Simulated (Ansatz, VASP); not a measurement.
# Two plane-wave programs on Si3As2

Contents of INCAR:

```
PREC = Accurate
ENCUT = 520
EDIFF = 1E-6
ISMEAR = 0
SIGMA = 0.1
LREAL = False
LASPH = True
NELM = 60
ALGO = Normal
ISIF = 2
LWAVE = False
LCHARG = True
GGA = PE
LELF = True
LVHAR = True
NBANDS = 19
```

File KPOINTS:

```
regular mesh
0
Gamma
  6 6 4
```

File POSCAR:

```
Si3As2
1.0
    4.2948898040      0.0000000000      0.0000000000
   -2.1474449020      3.7194836767      0.0000000000
    0.0000000000      0.0000000000      5.1856833631
Si As
3 2
Direct
    0.0000000000      0.0000000000      0.0000000000
    0.3333333333      0.6666666667      0.6250000000
    0.6666666667      0.3333333333      0.3750000000
    0.3333333333      0.6666666667      0.1380000000
    0.6666666667      0.3333333333      0.8620000000
```

Input for Ansatz:

```yaml
crystal:
  lattice:
    - [4.294889804, 0.0, 0.0]
    - [-2.147444902, 3.7194836767, 0.0]
    - [0.0, 0.0, 5.1856833631]
  atoms:
    - { symbol: Si, position: [0.0, 0.0, 0.0] }
    - { symbol: Si, position: [0.3333333333, 0.6666666667, 0.625] }
    - { symbol: Si, position: [0.6666666667, 0.3333333333, 0.375] }
    - { symbol: As, position: [0.3333333333, 0.6666666667, 0.138] }
    - { symbol: As, position: [0.6666666667, 0.3333333333, 0.862] }
basis:
  ecutwfc: 420
kpoints:
  mp_grid: { grid: [6, 6, 4] }
hamiltonian:
  xc: pbe
scf:
  occupations: { method: gaussian, width: 0.1 }
  lower_state_search: "off"
output:
  forces: true
  stress: true
  eigenvalues: true
```

Alike in both runs: task single point; functional PBE; k mesh 6 × 6 × 4; occupations gaussian, width 0.1 eV; no spin polarisation.

```csv
,VASP,Ansatz
version,VASP 6.6.1,Ansatz 0.2.0
potentials or method,"VASP PAW PBE potentials, release 64 (Si, As), cutoff 520 eV","scalar-relativistic, plane waves, PAW"
valence electrons in the cell,22,42
```

```tsv
	VASP	Ansatz	Ansatz less VASP
gap on the k mesh at the Fermi level (eV)	none	none	-
pressure (GPa)	13.2	12.9	-0.26
traceless stress, the component that is largest in VASP (GPa)	1.15	1.09	-0.055
rms of the force components (eV/Å)	0.409	0.406	-0.0031
```

Atom by atom the forces differ by 0.003 eV/Å (rms over components). A gap of «none» marks a metal or a gap that the smearing closes. VASP's potentials hold 22 valence electrons a cell and Ansatz's 42, so a difference there can come from the potentials and not from the codes.
